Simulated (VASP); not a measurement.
LiBr, 2 atoms in the cell. It takes space group Fm-3m (No. 225, cubic). Conventional cell: a = 5.479 Å, b = 5.479 Å, c = 5.479 Å, α = 90.00°, β = 90.00°, γ = 90.00°. Within 3.6 Å of Li (site symmetry m-3m) lie 6 Br at 2.74 Å. Br (site symmetry m-3m) has 6 Li at 2.74 Å within 3.6 Å. 

| Quantity | Value |
| --- | --- |
| Program | VASP 6.6.1 |
| Task | single point |
| Functional | LDA |
| Potentials or basis | VASP PAW LDA potentials, release 64 (Li_sv, Br) |
| Cutoff | 750 eV |
| k mesh | 4 × 4 × 4 |
| Occupations | gaussian, width 0.01 eV |
| Spin | no spin polarisation |
| Dipole correction | no |
| Further INCAR settings | ALGO = Normal; EDIFF = 1e-06; NBANDS = 12 |

Potentials or basis: VASP PAW LDA potentials, release 64 (Li_sv, Br).

The run is started by

```sh
$ cat potpaw_LDA.64/Li_sv/POTCAR potpaw_LDA.64/Br/POTCAR > POTCAR
$ mpirun -np 1 vasp_std > vasp.out
```

Hardware: 1 thread of Intel Xeon 8259CL, on a shared host.

Question: Estimate the wall time of this run.

Answer: Wall time 7 s on 1 thread of Intel Xeon 8259CL, on a shared host, peak memory 0.17 GiB. Counts: scf iterations 11, k points 8.
